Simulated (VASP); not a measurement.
Set up this calculation in VASP 6.6.1, as the native input.

| Property | Result |
| --- | --- |
| Task | single point |
| Functional | PBEsol |
| Potentials or basis | VASP PAW PBE potentials, release 64 (Cd) |
| Cutoff | 520 eV |
| k mesh | 9 × 9 × 9 |
| Occupations | fermi-dirac, width 0.1 eV |
| Spin | no spin polarisation |
| Dipole correction | no |
| Further INCAR settings | ALGO = Normal; EDIFF = 1e-07; NBANDS = 19 |

The structure of Cd lies in POSCAR:

```
Cd
1.0
    0.0000000000      3.2208476881      3.2208476881
    3.2208476881      0.0000000000      3.2208476881
    3.2208476881      3.2208476881      0.0000000000
Cd
2
Direct
    0.1250000000      0.1250000000      0.1250000000
    0.8750000000      0.8750000000      0.8750000000
```

This isn't the form of Cd at room conditions, which is hcp.

These files were run (other wordings do the same):

INCAR

```
SYSTEM = Cd
PREC = Accurate ; ENCUT = 520
EDIFF = 1E-7 ; ISMEAR = -1
SIGMA = 0.1 ; LREAL = .FALSE.
LASPH = .TRUE. ; NELM = 100
ALGO = Normal ; ISIF = 2
LWAVE = .FALSE. ; LCHARG = .FALSE.
GGA = PS ; NBANDS = 19
```

KPOINTS

```
regular mesh
0
G
  9 9 9
  0 0 0
```

Potentials or basis: VASP PAW PBE potentials, release 64 (Cd).

Launch:

```sh
$ cat potpaw_PBE.64/Cd/POTCAR > POTCAR
$ mpirun -np 1 vasp_std > vasp.out
```

It gave:

- Pressure: 0.2 GPa
- Band gap on the k mesh: zero (bands 12 and 13 overlap by 5.28 eV)

Caveat: the PAW data sets were made with another functional, which shifts forces and pressure a little.

Wall time 32 s on 1 thread of Intel(R) Xeon(R) Platinum 8488C (Sapphire Rapids), on a shared host, peak memory 0.21 GiB.
